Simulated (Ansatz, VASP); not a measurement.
**One calculation of Ni3Ge, two programs**

Contents of POSCAR:

```
Ni3Ge
1.0
    3.5303341067      0.0000000000      0.0000000000
    0.0000000000      3.5303341067      0.0000000000
    0.0000000000      0.0000000000      3.5303341067
Ni Ge
3 1
Direct
    0.5000000000      0.0000000000      0.5000000000
    0.0000000000      0.5000000000      0.5000000000
    0.5000000000      0.5000000000      0.0000000000
    0.0000000000      0.0000000000      0.0000000000
```

File INCAR.step1:

```
PREC     = Accurate       # precision mode
ENCUT    = 520            # plane-wave cutoff, eV
ISMEAR   = 0              # smearing method
SIGMA    = 0.3            # smearing width, eV
LREAL    = False          # projectors in reciprocal space
LASPH    = True           # aspherical terms in the spheres
NELM     = 60             # most SCF steps
NBANDS   = 30             # bands
GGA      = PE             # functional
ALGO     = Normal         # electronic algorithm
EDIFF    = 1E-4           # SCF threshold, eV
LWAVE    = True           # write WAVECAR
LCHARG   = False          # write CHGCAR
```

File INCAR.step2:

```
PREC     = Accurate       # precision mode
ENCUT    = 520            # plane-wave cutoff, eV
EDIFF    = 1E-7           # SCF threshold, eV
ISMEAR   = 0              # smearing method
SIGMA    = 0.3            # smearing width, eV
LREAL    = False          # projectors in reciprocal space
LASPH    = True           # aspherical terms in the spheres
NELM     = 60             # most SCF steps
ALGO     = Normal         # electronic algorithm
ISIF     = 2              # what is computed and relaxed
LWAVE    = False          # write WAVECAR
LCHARG   = False          # write CHGCAR
METAGGA  = R2SCAN         # meta-GGA
LMIXTAU  = True         
NBANDS   = 30             # bands
ISTART   = 1
```

File KPOINTS:

```
regular mesh
0
Gamma
  12 12 12
```

Input for Ansatz:

```yaml
crystal:
  lattice:
    - [3.5303341067, 0.0, 0.0]
    - [0.0, 3.5303341067, 0.0]
    - [0.0, 0.0, 3.5303341067]
  atoms:
    - { symbol: Ni, position: [0.5, 0.0, 0.5] }
    - { symbol: Ni, position: [0.0, 0.5, 0.5] }
    - { symbol: Ni, position: [0.5, 0.5, 0.0] }
    - { symbol: Ge, position: [0.0, 0.0, 0.0] }
basis:
  ecutwfc: 500
kpoints:
  mp_grid: { grid: [12, 12, 12] }
hamiltonian:
  xc: r2scan
scf:
  occupations: { method: gaussian, width: 0.3 }
output:
  forces: true
  stress: true
  eigenvalues: true
```

Alike in both runs: task single point; functional r2SCAN; k mesh 12 × 12 × 12; occupations gaussian, width 0.3 eV; no spin polarisation.

|  | VASP | Ansatz |
| --- | --- | --- |
| version | VASP 6.6.1 | Ansatz 0.2.0 |
| potentials or method | VASP PAW PBE potentials, release 64 (Ni, Ge_d), cutoff 520 eV | scalar-relativistic, plane waves, PAW |
| valence electrons in the cell | 44 | 68 |

Ansatz gave:

| Quantity | Value |
| --- | --- |
| gap on the k mesh at the Fermi level (eV) | none |
| pressure (GPa) | 0.6 |

Q: Which values does VASP return?

A: gap on the k mesh at the Fermi level (eV): none; pressure (GPa): 0.9.

VASP's potentials were made for PBE, not for r2SCAN. A gap of «none» marks a metal or a gap that the smearing closes. VASP's potentials hold 44 valence electrons a cell and Ansatz's 68, so a difference there can come from the potentials and not from the codes.
